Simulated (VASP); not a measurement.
# MgSi32 (a cell with a defect) in VASP: notebook

The runs below take MgSi32 (a cell with a defect) through single point, with PBE.

All numbers are computed with VASP 6.6.1; they aren't measurements. Logs are shortened: lines on timing, memory, paths and dates and some standing lists are left out, and cuts for length are marked.

### Step 1. The cell of the first run

The cell holds a defect, 33 atoms: a = 9.220 Å, b = 9.220 Å, c = 9.992 Å, α = 116.09°, β = 116.09°, γ = 92.69°.

### Step 2. Single point, PBE

The input, INCAR:

```
SYSTEM = MgSi32
PREC = Accurate
ENCUT = 520
EDIFF = 1E-7
ISMEAR = 0
SIGMA = 0.02
LREAL = Auto
LASPH = .True.
NELM = 100
ALGO = Normal
ISIF = 2
LWAVE = .False.
LCHARG = .False.
GGA = PE
NELECT = 128.0
NBANDS = 87
```

The input, KPOINTS:

```
Automatic mesh
0
Gamma
  2 2 2
  0.5 0.5 0.5
```

The input, POSCAR:

```
MgSi32
1.0
    0.0000000001     -6.6706137337      6.3650227274
   -0.0000000001      6.6706137337      6.3650227274
   -7.7025612697     -0.0000000001     -6.3650227274
Si Mg
32 1
Direct
    0.4848552042      0.3214414563      0.7501380216
    0.7347313325      0.5713169719      0.2498900652
    0.1138131139      0.4434074906      0.5007539034
    0.6130731512      0.9426678299      0.4992744177
    0.9817870826      0.8075399987      0.7394289821
    0.8505624358      0.1986882756      0.0000152423
    0.3624015847      0.6938249206      0.0000143496
    0.2423720794      0.0681262757      0.2605998435
    0.7030321529      0.3627337430      0.5086577461
    0.9403178738      0.6196545477      0.0000146630
    0.3197848830      0.4866925573      0.2508729061
    0.8190253360      0.9864031835      0.2491346466
    0.1943899746      0.8540899498      0.4913699787
    0.0689267851      0.2358343632      0.7491565972
    0.5699056191      0.7372841585      0.7508952115
    0.4442577068      0.1083247860      0.0000151323
    0.6711890950      0.5077056205      0.7501438649
    0.9210603438      0.7575763052      0.2498860080
    0.2998085942      0.6293720065      0.5007730425
    0.7990503352      0.1286141488      0.4992563921
    0.1743482244      0.0000910667      0.7394662766
    0.0437763342      0.3918174352      0.0000154115
    0.5486591910      0.8800349315      0.0000151041
    0.4348966130      0.2606405729      0.2605638551
    0.8797031475      0.5394531780      0.4913643541
    0.1341190238      0.7982253362      0.0000147055
    0.5051286689      0.6725693117      0.2491188903
    0.0065883412      0.1735330736      0.2508870548
    0.3883520937      0.0481034716      0.5086621686
    0.2560235989      0.4234647040      0.7509097814
    0.7557153682      0.9226605102      0.7491414374
    0.6227826842      0.3021840400      0.0000135722
    0.1208923067      0.1214515456      0.0000150329
```

Potentials or basis: VASP PAW PBE potentials, release 64 (Si, Mg).

Started as:

```bash
> cat potpaw_PBE.64/Si/POTCAR potpaw_PBE.64/Mg/POTCAR > POTCAR
> mpirun -np 1 vasp_std > vasp.out
```

OUTCAR:

```text
SYSTEM = MgSi32
   PREC = Accurate
   ENCUT = 520
   EDIFF = 1E-7
   ISMEAR = 0
   LREAL = Auto
   LASPH = .True.
   NELM = 100
   ISIF = 2
   GGA = PE
   NELECT = 128.0

 ion  position               nearest neighbor table
   1  0.485  0.321  0.750-  32 2.35  29 2.35  30 2.35  17 2.37
   2  0.735  0.571  0.250-  32 2.35  25 2.35  27 2.35  18 2.37
   3  0.114  0.443  0.501-  25 2.35  28 2.35  30 2.35  19 2.37
   4  0.613  0.943  0.499-  29 2.35  31 2.35  27 2.35  20 2.37
   5  0.982  0.808  0.739-  25 2.34  26 2.40  31 2.40  21 2.45  33 2.62
   6  0.851  0.199  0.000-  32 2.35  28 2.40  31 2.40  22 2.46  33 2.62
   7  0.362  0.694  0.000-  30 2.35  27 2.35  26 2.36  23 2.37
   8  0.242  0.068  0.261-  29 2.34  26 2.40  28 2.40  24 2.45  33 2.62
   9  0.703  0.363  0.509-  24 2.34  17 2.35  20 2.35  25 2.36
  10  0.940  0.620  0.000-  17 2.35  18 2.35  22 2.35  26 2.37
  11  0.320  0.487  0.251-  19 2.35  27 2.37  24 2.40  22 2.40  33 2.99
  12  0.819  0.986  0.249-  18 2.35  23 2.35  20 2.35  28 2.37
  13  0.194  0.854  0.491-  21 2.34  18 2.35  19 2.35  29 2.36
  14  0.069  0.236  0.749-  20 2.35  30 2.37  21 2.40  22 2.40  33 2.99
  15  0.570  0.737  0.751-  17 2.35  23 2.35  19 2.35  31 2.37
  16  0.444  0.108  0.000-  23 2.36  32 2.37  21 2.40  24 2.40  33 2.99
  17  0.671  0.508  0.750-  10 2.35   9 2.35  15 2.35   1 2.37
  18  0.921  0.758  0.250-  10 2.35  13 2.35  12 2.35   2 2.37
  19  0.300  0.629  0.501-  13 2.35  11 2.35  15 2.35   3 2.37
  20  0.799  0.129  0.499-   9 2.35  14 2.35  12 2.35   4 2.37
  21  0.174  0.000  0.739-  13 2.34  16 2.40  14 2.40   5 2.45  33 2.63
  22  0.044  0.392  0.000-  10 2.35  11 2.40  14 2.40   6 2.46  33 2.62
  23  0.549  0.880  0.000-  12 2.35  15 2.35  16 2.36   7 2.37
  24  0.435  0.261  0.261-   9 2.34  16 2.40  11 2.40   8 2.45  33 2.63
  25  0.880  0.539  0.491-   5 2.34   2 2.35   3 2.35   9 2.36
  26  0.134  0.798  0.000-   7 2.36  10 2.37   5 2.40   8 2.40  33 2.99
  27  0.505  0.673  0.249-   2 2.35   7 2.35   4 2.35  11 2.37
  28  0.007  0.174  0.251-   3 2.35  12 2.37   8 2.40   6 2.40  33 2.99
  29  0.388  0.048  0.509-   8 2.34   1 2.35   4 2.35  13 2.36
  30  0.256  0.423  0.751-   1 2.35   7 2.35   3 2.35  14 2.37
  31  0.756  0.923  0.749-   4 2.35  15 2.37   5 2.40   6 2.40  33 2.99
  32  0.623  0.302  0.000-   1 2.35   2 2.35   6 2.35  16 2.37
  33  0.121  0.121  0.000-  22 2.62   6 2.62   8 2.62   5 2.62  24 2.63  21 2.63  26 2.99  28 2.99
                            31 2.99  16 2.99  11 2.99  14 2.99

  LATTYP: Found a face centered orthorhombic cell.
 ALAT       =    12.7300454548
 B/A-ratio  =     1.0480109843
 C/A-ratio  =     1.2101388478

  Lattice vectors:

 A1 = (  -7.7025612698,   6.6706137336,   0.0000000000)
 A2 = (  -7.7025612697,  -0.0000000001,   6.3650227274)
 A3 = (  -0.0000000001,   6.6706137337,   6.3650227274)

Analysis of symmetry for initial positions (statically):
=====================================================================
 Subroutine PRICEL returns:
 Original cell was already a primitive cell.

 Routine SETGRP: Setting up the symmetry group for a
 face centered orthorhombic supercell.

 Subroutine GETGRP returns: Found  2 space group operations
 (whereof  1 operations were pure point group operations)
 out of a pool of  8 trial point group operations.

The static configuration has the point symmetry C_1 .
 The point group associated with its full space group is C_1h.

Analysis of symmetry for dynamics (positions and initial velocities):
=====================================================================
 Subroutine PRICEL returns:
 Original cell was already a primitive cell.

 Routine SETGRP: Setting up the symmetry group for a
 face centered orthorhombic supercell.

 Subroutine GETGRP returns: Found  2 space group operations
 (whereof  1 operations were pure point group operations)
 out of a pool of  8 trial point group operations.

The dynamic configuration has the point symmetry C_1 .
 The point group associated with its full space group is C_1h.

 Subroutine INISYM returns: Found  2 space group operations
 (whereof  1 operations are pure point group operations),
 and found     1 'primitive' translations

----------------------------------------------------------------------------------------

                                     Primitive cell

  volume of cell :     654.0801

  direct lattice vectors                    reciprocal lattice vectors
     0.000000000 -6.670613734  6.365022727    -0.064913473 -0.074955622  0.078554315
    -0.000000000  6.670613734  6.365022727    -0.064913473  0.074955622  0.078554315
    -7.702561270 -0.000000000 -6.365022727    -0.129826945 -0.000000000  0.000000000

[... 75 lines left out ...]

 KPOINTS: Automatic mesh

Automatic generation of k-mesh.
 Grid dimensions read from file:
 generate k-points for:    2    2    2

 Generating k-lattice:

  Cartesian coordinates                     Fractional coordinates (reciprocal lattice)
    -0.032456736 -0.037477811  0.039277157     0.500000000  0.000000000  0.000000000
    -0.032456736  0.037477811  0.039277157     0.000000000  0.500000000  0.000000000
    -0.064913473 -0.000000000  0.000000000     0.000000000  0.000000000  0.500000000

  Length of vectors
     0.063251254  0.063251254  0.064913473

  Shift w.r.t. Gamma in fractional coordinates (k-lattice)
     0.500000000  0.500000000  0.500000000

 Subroutine IBZKPT returns following result:
 ===========================================

 Found      3 irreducible k-points:

 Following reciprocal coordinates:
            Coordinates               Weight
  0.250000  0.250000  0.250000      2.000000
 -0.250000  0.250000  0.250000      4.000000
 -0.250000 -0.250000  0.250000      2.000000
   k-points           NKPTS =      3   k-points in BZ     NKDIM =      3   number of bands    NBANDS=     87
   number of dos      NEDOS =    301   number of ions     NIONS =     33
   total plane-waves  NPLWV = 392000
   dimension x,y,z NGX =    70 NGY =   70 NGZ =   80
   dimension x,y,z NGXF=   140 NGYF=  140 NGZF=  160
   ions per type =              32   1
   NGX,Y,Z   is equivalent  to a cutoff of  12.62, 12.62, 13.31 a.u.
   NGXF,Y,Z  is equivalent  to a cutoff of  25.24, 25.24, 26.62 a.u.
 SYSTEM =  MgSi32
   PREC   = accura    normal or accurate (medium, high low for compatibility)
   ISTART =      0    job   : 0-new  1-cont  2-samecut
   ICHARG =      2    charge: 1-file 2-atom 10-const
   ISPIN  =      1    spin polarized calculation?
   LNONCOLLINEAR =      F non collinear calculations
   LSORBIT =      F    spin-orbit coupling
   LASPH  =      T    aspherical Exc in radial PAW
   ENCUT  =  520.0 eV  38.22 Ry    6.18 a.u.  17.14 17.14 18.58*2*pi/ulx,y,z
   NELM   =    100;   NELMIN=  2; NELMDL= -5     # of ELM steps
   EDIFF  = 0.1E-06   stopping-criterion for ELM
   LREAL  =      T    real-space projection
   EDIFFG = 0.1E-05   stopping-criterion for IOM
   NSW    =      0    number of steps for IOM
   IBRION =     -1    ionic relax: 0-MD 1-quasi-New 2-CG
   NFREE  =      0    steps in history (QN), initial steepest desc. (CG)
   ISIF   =      2    stress and relaxation
   ISYM   =      2    0-nonsym 1-usesym 2-fastsym
   POTIM  = 0.5000    time-step for ionic-motion
   TEBEG  =    0.0;   TEEND  =   0.0 temperature during run
   PSTRESS=    0.0 pullay stress
   NELECT =     128.0000    total number of electrons
   NUPDOWN=      -1.0000    fix difference up-down
   EMIN   =  10.00;   EMAX   =-10.00  energy-range for DOS
   EFERMI =   0.00;   METHOD = LEGACY
   ISMEAR =     0;   SIGMA  =   0.02  broadening in eV -4-tet -1-fermi 0-gaus
   EFERMI_NEDOS =   21; number of points for ismear=-14 and -15
   IALGO  =     38    algorithm
   IMIX   =      4    mixing-type and parameters
     AMIX     =   0.40;   BMIX     =  1.00
     AMIX_MAG =   1.60;   BMIX_MAG =  1.00
  volume/ion in A,a.u.               =      19.82       133.76
  Fermi-wavevector in a.u.,A,eV,Ry     =   0.950461  1.796112 12.291190  0.903377
  Thomas-Fermi vector in A             =   2.078840
   LORBIT       =      0    0 simple, 1 ext, 2 COOP (PROOUT), +10 PAW based schemes
   GGA     = PE    functional components
   LHFCALC =     F    Hartree Fock is set to
   AEXX    =    0.0000 exact exchange contribution
   IVDW    =     0    specifies the selected vdW correction
   LEPSILON=     F    determine dielectric tensor
   LRPA    =     F    only Hartree local field effects (RPA)
 non-spin polarized calculation
 Gauss-broadening in eV      SIGMA  =   0.02
  energy-cutoff  :      520.00
  volume of cell :      654.08
 maximum number of plane-waves:     17670
 NGX is ok and might be reduce to    70
   NGX = 35   NGY = 35   NGZ = 37

 number of electron     128.0000000 magnetization

 Free energy of the ion-electron system (eV)
  ---------------------------------------------------
  ext. energy  EPLUGINS =         0.00000000
  ---------------------------------------------------
  free energy    TOTEN  =      -185.92228002 eV

  energy without entropy =     -185.92228002  energy(sigma->0) =     -185.92228002

 E-fermi :   5.8048     XC(G=0):  -9.3747

 val. band max:        5.6944521221   @ k =  -0.2500  -0.2500   0.2500
 cond. band min:       6.2971220239   @ k =   0.2500   0.2500   0.2500
 fundamental gap:      0.6026699017
 Fermi energy:         5.8047958868

 k-point     1 :       0.2500    0.2500    0.2500
  band No.  band energies     occupation
      1      -5.4718      2.00000
      2      -5.3158      2.00000
      3      -5.2041      2.00000
      4      -5.1209      2.00000
      5      -3.9538      2.00000
      6      -3.8997      2.00000
[... 226 lines left out ...]
     75       8.0822      0.00000
     76       8.1599      0.00000
 [bands above 76 left out]

------------------------ aborting loop because EDIFF is reached ----------------------------------------

  FORCE on cell =-STRESS in cart. coord.  units (eV):
  Direction    XX          YY          ZZ          XY          YZ          ZX
  --------------------------------------------------------------------------------------
  -------------------------------------------------------------------------------------
  Total      -13.9780992    -13.4910267    -15.4887354      0.0000000      0.0039879     -0.0000000
  in kB      -34.2395296    -33.0464396    -37.9398522      0.0000000      0.0097685     -0.0000000
  external PRESSURE =     -35.0752738 kB  Pullay stress =       0.0000000 kB

 VOLUME and BASIS-vectors are now :
 -----------------------------------------------------------------------------
  energy-cutoff  :      520.00
  volume of cell :      654.08
      direct lattice vectors                 reciprocal lattice vectors
     0.000000000 -6.670613734  6.365022727    -0.064913473 -0.074955622  0.078554315
    -0.000000000  6.670613734  6.365022727    -0.064913473  0.074955622  0.078554315
    -7.702561270 -0.000000000 -6.365022727    -0.129826945 -0.000000000  0.000000000

 POSITION                                       TOTAL-FORCE (eV/Angst)
 -----------------------------------------------------------------------------------
     -5.77798     -1.09007      0.35745         0.000265      0.001202     -0.005731
     -1.92479     -1.09007      6.72247        -0.000265      0.001202     -0.005731
     -3.85709      2.19860      0.35941         0.000238     -0.000031     -0.003952
     -3.84569      2.19860      6.72443        -0.000238     -0.000031     -0.003952
     -5.69550     -1.16233      6.68263        -0.003648      0.003906      0.000320
     -0.00012     -4.34840      6.67841         0.000000     -0.003686      0.000407
[... 25 lines left out ...]
     -0.00010     -2.13859      5.88735         0.000000     -0.006228      0.005477
     -0.00012      0.00373      1.54243        -0.000000      0.000489      0.001118
 -----------------------------------------------------------------------------------
    total drift:                               -0.006534      0.010780      0.000969

  FREE ENERGIE OF THE ION-ELECTRON SYSTEM (eV)
  ---------------------------------------------------
  free  energy   TOTEN  =      -185.9222800186 eV

  energy  without entropy=     -185.9222800186  energy(sigma->0) =     -185.92228002
```

It took 5.5 min on 1 thread of Intel Xeon Platinum 8259CL at 2.50GHz (Skylake/Cascade Lake), shared host; peak memory 0.76 GiB.

What came out:

| Item | Value |
| --- | --- |
| Free energy | -185.9223 eV |
| Largest force | 0.012 eV/Å |

Forces on the atoms (eV/Å):
```
Si   0.000  0.001 -0.006
Si   0.000  0.001 -0.006
Si   0.000  0.000 -0.004
Si   0.000  0.000 -0.004
Si  -0.004  0.004  0.000
Si   0.000 -0.004  0.000
Si   0.000  0.000 -0.002
Si   0.004  0.004  0.000
Si   0.005  0.001 -0.005
Si   0.000 -0.009 -0.009
Si   0.001  0.000 -0.003
Si   0.002  0.001 -0.003
Si  -0.005  0.001 -0.005
Si  -0.001  0.000 -0.003
Si  -0.002  0.001 -0.003
Si   0.000  0.002 -0.004
Si   0.001  0.001  0.006
Si  -0.001  0.001  0.006
Si   0.002 -0.001  0.002
Si  -0.002 -0.001  0.002
Si  -0.001  0.002  0.001
Si   0.000  0.001  0.002
Si   0.000  0.000  0.003
Si   0.001  0.002  0.001
Si  -0.002 -0.002  0.003
Si   0.000  0.001  0.003
Si   0.001  0.001  0.003
Si   0.002 -0.001  0.005
Si   0.002 -0.002  0.003
Si  -0.001  0.001  0.003
Si  -0.002 -0.001  0.005
Si   0.000 -0.006  0.005
Mg   0.000  0.000  0.001
```

Caveat: the cell carries a net charge on a neutralising background, which shifts energy and pressure; the cell is charged against a uniform background, so pressure and absolute levels hang on convention.

### Step 3. Single point, PBE

The input, INCAR:

```
SYSTEM = MgSi32
ALGO     = Normal         ! electronic algorithm
EDIFF    = 1E-6           ! SCF threshold, eV
ENCUT    = 520            ! plane-wave cutoff, eV
GGA      = PE             ! functional
ISIF     = 2              ! what is computed and relaxed
ISMEAR   = 0              ! smearing method
LASPH    = .True.         ! aspherical terms in the spheres
LCHARG   = .True.         ! write CHGCAR
LELF     = .True.         ! ELF
LREAL    = Auto         
LVHAR    = .True.       
LWAVE    = .False.        ! write WAVECAR
NBANDS   = 87             ! bands
NELECT   = 128.0        
NELM     = 100            ! most SCF steps
PREC     = Accurate       ! precision mode
SIGMA    = 0.02           ! smearing width, eV
```

KPOINTS is that of step 2.

The input, POSCAR:

```
MgSi32
1.0
    0.0000000001     -6.6706137337      6.3650227274
   -0.0000000001      6.6706137337      6.3650227274
   -7.7025612697     -0.0000000001     -6.3650227274
Si Mg
32 1
Direct
    0.4886634297      0.3251448925      0.7501230821
    0.7385396503      0.5750205134      0.2498751951
    0.1176214400      0.4471109124      0.5007390224
    0.6168814790      0.9463712513      0.4992595145
    0.9855953691      0.8112434959      0.7394140469
    0.8543707564      0.2023917671      0.0000003895
    0.3662098990      0.6975284385     -0.0000005193
    0.2461804000      0.0718297261      0.2605848795
    0.7068404725      0.3664371617      0.5086428868
    0.9441262014      0.6233579655     -0.0000002596
    0.3235932051      0.4903959978      0.2508579851
    0.8228335820      0.9901066463      0.2491197321
    0.1981983417      0.8577934218      0.4913551308
    0.0727350513      0.2395378440      0.7491417203
    0.5737139688      0.7409876328      0.7508803627
    0.4480659995      0.1120282540      0.0000002597
    0.6749973192      0.5114090733      0.7501289244
    0.9248686200      0.7612797744      0.2498710406
    0.3036168510      0.6330754417      0.5007581069
    0.8028586411      0.1323176417      0.4992414686
    0.1781565435      0.0037944763      0.7394513072
    0.0475847067      0.3955209076      0.0000005193
    0.5524675521      0.8837384198      0.0000002596
    0.4387048489      0.2643439810      0.2605489174
    0.8835113675      0.5431566279      0.4913494184
    0.1379273323      0.8019287536     -0.0000002597
    0.5089369186      0.6762727957      0.2491040230
    0.0103966320      0.1772364528      0.2508721362
    0.3921603983      0.0518070079      0.5086473009
    0.2598318768      0.4271682036      0.7508949033
    0.7595237042      0.9263639748      0.7491265305
    0.6265909786      0.3058875043     -0.0000012983
    0.1247006294      0.1251550104      0.0000001298
```

Potentials or basis: VASP PAW PBE potentials, release 64 (Si, Mg).

Started as:

```bash
> cat potpaw_PBE.64/Si/POTCAR potpaw_PBE.64/Mg/POTCAR > POTCAR
> mpirun -np 1 vasp_std > vasp.out
```

Run time: 7.7 min. Hardware: 1 thread of Intel Xeon Platinum 8259CL at 2.50GHz (Skylake/Cascade Lake), shared host; peak memory 0.76 GiB.

Results (log left out):

- Free energy: -185.9225 eV
- Largest force: 0.011 eV/Å

Forces on the atoms (eV/Å):
```
Si   0.000  0.000 -0.006
Si   0.000  0.000 -0.006
Si   0.001  0.000 -0.003
Si  -0.001  0.000 -0.003
Si  -0.003  0.005 -0.001
Si   0.000 -0.002 -0.002
Si   0.000 -0.001 -0.001
Si   0.003  0.005 -0.001
Si   0.003  0.001 -0.005
Si   0.000 -0.007 -0.008
Si   0.000 -0.001 -0.004
Si   0.002  0.000 -0.004
Si  -0.003  0.001 -0.005
Si   0.000 -0.001 -0.004
Si  -0.002  0.000 -0.004
Si   0.000  0.001 -0.005
Si   0.000  0.001  0.006
Si   0.000  0.001  0.006
Si   0.003  0.000  0.001
Si  -0.003  0.000  0.001
Si  -0.001  0.002  0.002
Si   0.000  0.004  0.002
Si   0.000  0.000  0.005
Si   0.001  0.002  0.002
Si  -0.001 -0.001  0.003
Si   0.000  0.001  0.004
Si   0.001 -0.001  0.003
Si   0.002 -0.002  0.006
Si   0.001 -0.001  0.003
Si  -0.001 -0.001  0.003
Si  -0.002 -0.002  0.006
Si   0.000 -0.007  0.005
Mg   0.000  0.000  0.000
```

Levels at points of the mesh, in eV from the Fermi level:
```
           k point  band 62  band 63  band 64  band 65  band 66  band 67
(0.25, 0.25, 0.25)    -1.11    -1.05    -0.93     0.49     0.84     1.00
```

Caveat: the cell carries a net charge on a neutralising background, which shifts energy and pressure; the cell is charged against a uniform background, so pressure and absolute levels hang on convention.
